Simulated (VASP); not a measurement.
# Hf (Fd-3m) in VASP: further runs

Hf is run at these levels: PBEsol; tasks: single point.

All numbers are computed with VASP 6.6.1; they aren't measurements. Logs are shortened: lines on timing, memory, paths and dates and some standing lists are left out, and cuts for length are marked.

## Step 1: The cell of the first run

The structure is cubic, space group Fd-3m (No. 227). Conventional cell: a = 6.374 Å, b = 6.374 Å, c = 6.374 Å, α = 90.00°, β = 90.00°, γ = 90.00°. Hf (site symmetry -43m) has 4 Hf at 2.76 Å within 3.6 Å.

## Step 2: Single point, PBEsol

File INCAR:

```
SYSTEM = Hf
  ALGO = Normal
  EDIFF = 1E-7
  ENCUT = 520
  GGA = PS
  ISIF = 2
  ISMEAR = -1
  LASPH = .TRUE.
  LCHARG = .TRUE.
  LELF = .TRUE.
  LREAL = .FALSE.
  LVHAR = .TRUE.
  LWAVE = .FALSE.
  NBANDS = 17
  NELM = 60
  PREC = Accurate
  SIGMA = 0.1
```

File KPOINTS:

```
k-points
0
G
  9 9 9
  0 0 0
```

File POSCAR:

```
Hf
1.0
    0.0000000000      3.1870038348      3.1870038348
    3.1870038348      0.0000000000      3.1870038348
    3.1870038348      3.1870038348      0.0000000000
Hf
2
Direct
    0.1250000000      0.1250000000      0.1250000000
    0.8750000000      0.8750000000      0.8750000000
```

Potentials or basis: VASP PAW PBE potentials, release 64 (Hf_pv).

On the command line:

```sh
cat potpaw_PBE.64/Hf_pv/POTCAR > POTCAR
mpirun -np 1 vasp_std > vasp.out
```

OUTCAR:

```text
SYSTEM = Hf
   EDIFF = 1E-7
   ENCUT = 520
   GGA = PS
   ISIF = 2
   ISMEAR = -1
   LASPH = .TRUE.
   LREAL = .FALSE.
   NELM = 60
   PREC = Accurate

 ion  position               nearest neighbor table
   1  0.125  0.125  0.125-   2 2.76   2 2.76   2 2.76   2 2.76
   2  0.875  0.875  0.875-   1 2.76   1 2.76   1 2.76   1 2.76

  LATTYP: Found a face centered cubic cell.
 ALAT       =     6.3740076696

  Lattice vectors:

 A1 = (   0.0000000000,   3.1870038348,   3.1870038348)
 A2 = (   3.1870038348,   0.0000000000,   3.1870038348)
 A3 = (   3.1870038348,   3.1870038348,   0.0000000000)

Analysis of symmetry for initial positions (statically):
=====================================================================
 Subroutine PRICEL returns:
 Original cell was already a primitive cell.

 Routine SETGRP: Setting up the symmetry group for a
 face centered cubic supercell.

 Subroutine GETGRP returns: Found 48 space group operations
 (whereof 12 operations were pure point group operations)
 out of a pool of 48 trial point group operations.

The static configuration has the point symmetry D_3d.
 The point group associated with its full space group is O_h .

Analysis of symmetry for dynamics (positions and initial velocities):
=====================================================================
 Subroutine PRICEL returns:
 Original cell was already a primitive cell.

 Routine SETGRP: Setting up the symmetry group for a
 face centered cubic supercell.

 Subroutine GETGRP returns: Found 48 space group operations
 (whereof 12 operations were pure point group operations)
 out of a pool of 48 trial point group operations.

The dynamic configuration has the point symmetry D_3d.
 The point group associated with its full space group is O_h .

 Subroutine INISYM returns: Found 48 space group operations
 (whereof 12 operations are pure point group operations),
 and found     1 'primitive' translations

----------------------------------------------------------------------------------------

                                     Primitive cell

  volume of cell :      64.7408

  direct lattice vectors                    reciprocal lattice vectors
     0.000000000  3.187003835  3.187003835    -0.156887166  0.156887166  0.156887166
     3.187003835  0.000000000  3.187003835     0.156887166 -0.156887166  0.156887166
     3.187003835  3.187003835  0.000000000     0.156887166  0.156887166 -0.156887166

  length of vectors
     4.507104047  4.507104047  4.507104047     0.271736543  0.271736543  0.271736543

  position of ions in fractional coordinates (direct lattice)
     0.125000000  0.125000000  0.125000000
     0.875000000  0.875000000  0.875000000

  ion indices of the primitive-cell ions
   primitive index   ion index
                 1           1
                 2           2

----------------------------------------------------------------------------------------

 KPOINTS: k-points

Automatic generation of k-mesh.
 Grid dimensions read from file:
 generate k-points for:    9    9    9

 Generating k-lattice:

  Cartesian coordinates                     Fractional coordinates (reciprocal lattice)
    -0.017431907  0.017431907  0.017431907     0.111111111  0.000000000  0.000000000
     0.017431907 -0.017431907  0.017431907     0.000000000  0.111111111  0.000000000
     0.017431907  0.017431907 -0.017431907     0.000000000  0.000000000  0.111111111

  Length of vectors
     0.030192949  0.030192949  0.030192949

  Shift w.r.t. Gamma in fractional coordinates (k-lattice)
     0.000000000  0.000000000  0.000000000

 Subroutine IBZKPT returns following result:
 ===========================================

 Found     35 irreducible k-points:

 Following reciprocal coordinates:
            Coordinates               Weight
  0.000000  0.000000  0.000000      1.000000
  0.111111  0.000000  0.000000      8.000000
  0.222222  0.000000  0.000000      8.000000
  0.333333  0.000000  0.000000      8.000000
  0.444444  0.000000  0.000000      8.000000
  0.111111  0.111111  0.000000      6.000000
[... 16 lines left out ...]
 -0.333333  0.333333  0.000000     12.000000
  0.444444  0.444444  0.000000      6.000000
 [... further k-points ...]
   k-points           NKPTS =     35   k-points in BZ     NKDIM =     35   number of bands    NBANDS=     17
   number of dos      NEDOS =    301   number of ions     NIONS =      2
   total plane-waves  NPLWV =  46656
   dimension x,y,z NGX =    36 NGY =   36 NGZ =   36
   dimension x,y,z NGXF=    72 NGYF=   72 NGZF=   72
   ions per type =               2
   NGX,Y,Z   is equivalent  to a cutoff of  13.28, 13.28, 13.28 a.u.
   NGXF,Y,Z  is equivalent  to a cutoff of  26.56, 26.56, 26.56 a.u.
 SYSTEM =  Hf
   PREC   = accura    normal or accurate (medium, high low for compatibility)
   ISTART =      0    job   : 0-new  1-cont  2-samecut
   ICHARG =      2    charge: 1-file 2-atom 10-const
   ISPIN  =      1    spin polarized calculation?
   LNONCOLLINEAR =      F non collinear calculations
   LSORBIT =      F    spin-orbit coupling
   LASPH  =      T    aspherical Exc in radial PAW
   ENCUT  =  520.0 eV  38.22 Ry    6.18 a.u.   8.38  8.38  8.38*2*pi/ulx,y,z
   NELM   =     60;   NELMIN=  2; NELMDL= -5     # of ELM steps
   EDIFF  = 0.1E-06   stopping-criterion for ELM
   LREAL  =      F    real-space projection
   EDIFFG = 0.1E-05   stopping-criterion for IOM
   NSW    =      0    number of steps for IOM
   IBRION =     -1    ionic relax: 0-MD 1-quasi-New 2-CG
   NFREE  =      0    steps in history (QN), initial steepest desc. (CG)
   ISIF   =      2    stress and relaxation
   ISYM   =      2    0-nonsym 1-usesym 2-fastsym
   POTIM  = 0.5000    time-step for ionic-motion
   TEBEG  =    0.0;   TEEND  =   0.0 temperature during run
   PSTRESS=    0.0 pullay stress
   NELECT =      20.0000    total number of electrons
   NUPDOWN=      -1.0000    fix difference up-down
   EMIN   =  10.00;   EMAX   =-10.00  energy-range for DOS
   EFERMI =   0.00;   METHOD = LEGACY
   ISMEAR =    -1;   SIGMA  =   0.10  broadening in eV -4-tet -1-fermi 0-gaus
   EFERMI_NEDOS =   21; number of points for ismear=-14 and -15
   IALGO  =     38    algorithm
   IMIX   =      4    mixing-type and parameters
     AMIX     =   0.40;   BMIX     =  1.00
     AMIX_MAG =   1.60;   BMIX_MAG =  1.00
  volume/ion in A,a.u.               =      32.37       218.45
  Fermi-wavevector in a.u.,A,eV,Ry     =   1.106689  2.091339 16.663878  1.224760
  Thomas-Fermi vector in A             =   2.243193
   LORBIT       =      0    0 simple, 1 ext, 2 COOP (PROOUT), +10 PAW based schemes
   GGA     = PS    functional components
   LHFCALC =     F    Hartree Fock is set to
   AEXX    =    0.0000 exact exchange contribution
   IVDW    =     0    specifies the selected vdW correction
   LEPSILON=     F    determine dielectric tensor
   LRPA    =     F    only Hartree local field effects (RPA)
 non-spin polarized calculation
  energy-cutoff  :      520.00
  volume of cell :       64.74
 maximum number of plane-waves:      1807
 NGX is ok and might be reduce to    36
   NGX = 17   NGY = 17   NGZ = 17

 number of electron      19.9999999 magnetization

 Free energy of the ion-electron system (eV)
  ---------------------------------------------------
  ext. energy  EPLUGINS =         0.00000000
  ---------------------------------------------------
  free energy    TOTEN  =       -15.50505063 eV

  energy without entropy =      -15.34700003  energy(sigma->0) =      -15.42602533

 E-fermi :   1.7887     XC(G=0):  -9.4985

 val. band max:        1.7843229279   @ k =  -0.4444   0.3333   0.0000
 cond. band min:       1.8245530481   @ k =   0.4444   0.3333   0.0000
 fundamental gap:      0.0402301202
 Fermi energy:         1.7886873866

 k-point     1 :       0.0000    0.0000    0.0000
  band No.  band energies     occupation
      1     -29.1291      2.00000
      2     -29.1291      2.00000
      3     -29.1291      2.00000
      4     -28.4062      2.00000
      5     -28.4062      2.00000
      6     -28.4062      2.00000
[... 9 lines left out ...]
     16       7.8747      0.00000
     17       7.8747      0.00000

 k-point     2 :       0.1111    0.0000    0.0000
  band No.  band energies     occupation
      1     -29.1393      2.00000
      2     -29.1393      2.00000
      3     -29.1278      2.00000
      4     -28.4093      2.00000
      5     -28.3954      2.00000
      6     -28.3954      2.00000
[... 9 lines left out ...]
     16       7.8227      0.00000
     17       7.8227      0.00000

 k-point     3 :       0.2222    0.0000    0.0000
  band No.  band energies     occupation
      1     -29.1637      2.00000
      2     -29.1637      2.00000
      3     -29.1247      2.00000
      4     -28.4170      2.00000
      5     -28.3694      2.00000
      6     -28.3694      2.00000
[... 9 lines left out ...]
     16       7.6425      0.00000
     17       7.6425      0.00000

 k-point     4 :       0.3333    0.0000    0.0000
  band No.  band energies     occupation
      1     -29.1897      2.00000
      2     -29.1897      2.00000
      3     -29.1218      2.00000
      4     -28.4249      2.00000
      5     -28.3417      2.00000
      6     -28.3417      2.00000
[... 9 lines left out ...]
     16       7.2842      0.00000
     17       7.2843      0.00000

 k-point     5 :       0.4444    0.0000    0.0000
  band No.  band energies     occupation
      1     -29.2058      2.00000
      2     -29.2058      2.00000
      3     -29.1203      2.00000
      4     -28.4296      2.00000
      5     -28.3245      2.00000
      6     -28.3245      2.00000
[... 9 lines left out ...]
     16       6.8354      0.00000
     17       6.8416      0.00000

 k-point     6 :       0.1111    0.1111    0.0000
  band No.  band energies     occupation
      1     -29.1512      2.00000
      2     -29.1512      2.00000
      3     -29.1086      2.00000
      4     -28.4300      2.00000
      5     -28.3829      2.00000
      6     -28.3829      2.00000
[... 9 lines left out ...]
     16       7.5683      0.00000
     17       7.9930      0.00000

 k-point     7 :       0.2222    0.1111    0.0000
  band No.  band energies     occupation
      1     -29.1764      2.00000
      2     -29.1762      2.00000
      3     -29.0907      2.00000
      4     -28.4512      2.00000
      5     -28.3571      2.00000
      6     -28.3562      2.00000
[... 9 lines left out ...]
     16       7.2354      0.00000
     17       7.9840      0.00000

 k-point     8 :       0.3333    0.1111    0.0000
  band No.  band energies     occupation
      1     -29.2073      2.00000
      2     -29.2019      2.00000
      3     -29.0761      2.00000
      4     -28.4694      2.00000
      5     -28.3289      2.00000
      6     -28.3259      2.00000
[... 9 lines left out ...]
     16       6.8369      0.00000
     17       7.7505      0.00000
[... 203 lines left out ...]
      1     -29.2551      2.00000
      2     -29.1943      2.00000
      3     -29.0437      2.00000
      4     -28.5024      2.00000
      5     -28.3367      2.00000
      6     -28.2779      2.00000
[... 9 lines left out ...]
     16       6.1284      0.00000
     17       7.9946      0.00000

 k-point    20 :       0.3333    0.3333    0.0000
  band No.  band energies     occupation
      1     -29.2529      2.00000
      2     -29.2529      2.00000
      3     -28.9573      2.00000
      4     -28.5983      2.00000
      5     -28.2747      2.00000
      6     -28.2747      2.00000
[... 9 lines left out ...]
     16       5.6755      0.00000
     17       7.9508      0.00000

 k-point    21 :       0.4444    0.3333    0.0000
  band No.  band energies     occupation
      1     -29.2763      2.00000
      2     -29.2676      2.00000
      3     -28.9058      2.00000
      4     -28.6515      2.00000
      5     -28.2589      2.00000
      6     -28.2514      2.00000
[... 9 lines left out ...]
     16       5.5647      0.00000
     17       7.6712      0.00000

 k-point    22 :      -0.4444    0.3333    0.0000
  band No.  band energies     occupation
      1     -29.2972      2.00000
      2     -29.2656      2.00000
      3     -28.8767      2.00000
      4     -28.6786      2.00000
      5     -28.2609      2.00000
      6     -28.2330      2.00000
[... 9 lines left out ...]
     16       6.6432      0.00000
     17       6.6476      0.00000

 k-point    23 :      -0.3333    0.3333    0.0000
  band No.  band energies     occupation
      1     -29.3020      2.00000
      2     -29.2477      2.00000
      3     -28.9175      2.00000
      4     -28.6342      2.00000
      5     -28.2799      2.00000
      6     -28.2304      2.00000
[... 9 lines left out ...]
     16       5.7788      0.00000
     17       7.2749      0.00000

 k-point    24 :       0.4444    0.4444    0.0000
  band No.  band energies     occupation
      1     -29.2833      2.00000
      2     -29.2833      2.00000
      3     -28.8429      2.00000
      4     -28.7185      2.00000
      5     -28.2420      2.00000
      6     -28.2420      2.00000
[... 9 lines left out ...]
     16       5.3760      0.00000
     17       7.3798      0.00000

 [... further k-points ...]
[... 5 lines left out ...]
  --------------------------------------------------------------------------------------
  -------------------------------------------------------------------------------------
  Total       -0.0915335     -0.0915335     -0.0915335     -0.0000000     -0.0000000      0.0000000
  in kB       -2.2652336     -2.2652336     -2.2652336     -0.0000000     -0.0000000      0.0000000
  external PRESSURE =      -2.2652336 kB  Pullay stress =       0.0000000 kB

 VOLUME and BASIS-vectors are now :
 -----------------------------------------------------------------------------
  energy-cutoff  :      520.00
  volume of cell :       64.74
      direct lattice vectors                 reciprocal lattice vectors
     0.000000000  3.187003835  3.187003835    -0.156887166  0.156887166  0.156887166
     3.187003835  0.000000000  3.187003835     0.156887166 -0.156887166  0.156887166
     3.187003835  3.187003835  0.000000000     0.156887166  0.156887166 -0.156887166

 POSITION                                       TOTAL-FORCE (eV/Angst)
 -----------------------------------------------------------------------------------
      0.79675      0.79675      0.79675         0.000000      0.000000      0.000000
      5.57726      5.57726      5.57726        -0.000000     -0.000000     -0.000000
 -----------------------------------------------------------------------------------
    total drift:                                0.000000      0.000000      0.000000

  FREE ENERGIE OF THE ION-ELECTRON SYSTEM (eV)
  ---------------------------------------------------
  free  energy   TOTEN  =       -15.5050506267 eV

  energy  without entropy=      -15.3470000281  energy(sigma->0) =      -15.42602533
```

Wall time 35 s (1 thread of Intel Xeon Platinum 8259CL at 2.50GHz (Skylake/Cascade Lake), shared host); peak memory 0.21 GiB.

Results:

```yaml
Free_energy: -15.5051 eV
Pressure: -0.2 GPa
Band_gap_on_the_k_mesh: zero (band 10 reaches 2.14 eV, above the bottom of band 11 at 1.43 eV)
```

Caveat: the PAW data sets were made with another functional, which shifts forces and pressure a little; spin-orbit coupling is left out, which moves the levels of the heavy elements.

## Step 3: Single point, PBEsol (volume scaled by 0.92)

File INCAR:

```
PREC = Accurate ; ENCUT = 520
EDIFF = 1E-6 ; ISMEAR = -1
SIGMA = 0.1 ; LREAL = F
LASPH = T ; NELM = 60
ALGO = Normal ; ISIF = 2
LWAVE = F ; LCHARG = T
GGA = PS ; LELF = T
LVHAR = T ; NBANDS = 17
```

File KPOINTS:

```
regular mesh
0
Gamma
  10 10 10
```

File POSCAR:

```
Hf
1.0
    0.0000000000      3.0996443189      3.0996443189
    3.0996443189      0.0000000000      3.0996443189
    3.0996443189      3.0996443189      0.0000000000
Hf
2
Direct
    0.1250000000      0.1250000000      0.1250000000
    0.8750000000      0.8750000000      0.8750000000
```

Potentials or basis: VASP PAW PBE potentials, release 64 (Hf_pv).

On the command line:

```sh
cat potpaw_PBE.64/Hf_pv/POTCAR > POTCAR
mpirun -np 1 vasp_std > vasp.out
```

It took 57 s on 1 thread of Intel Xeon Platinum 8259CL at 2.50GHz (Skylake/Cascade Lake), shared host; peak memory 0.21 GiB.

Results (log left out):

| Quantity | Value |
| --- | --- |
| Free energy | -15.4722 eV |
| Pressure | 2.5 GPa |
| Band gap on the k mesh | zero (band 10 reaches 2.58 eV, above the bottom of band 11 at 1.96 eV) |

Levels at points of the mesh, in eV from the Fermi level:
| k point | band 8 | band 9 | band 10 | band 11 | band 12 | band 13 |
| --- | --- | --- | --- | --- | --- | --- |
| (0.00, 0.00, 0.00) | -0.62 | -0.62 | 0.17 | 0.17 | 0.17 | 2.34 |
| (0.50, 0.00, 0.00) | -1.14 | -0.56 | -0.56 | 0.14 | 0.14 | 0.19 |
| (0.50, 0.50, 0.00) | -1.75 | -0.85 | -0.85 | 0.26 | 0.26 | 2.24 |

Caveat: the PAW data sets were made with another functional, which shifts forces and pressure a little; spin-orbit coupling is left out, which moves the levels of the heavy elements.
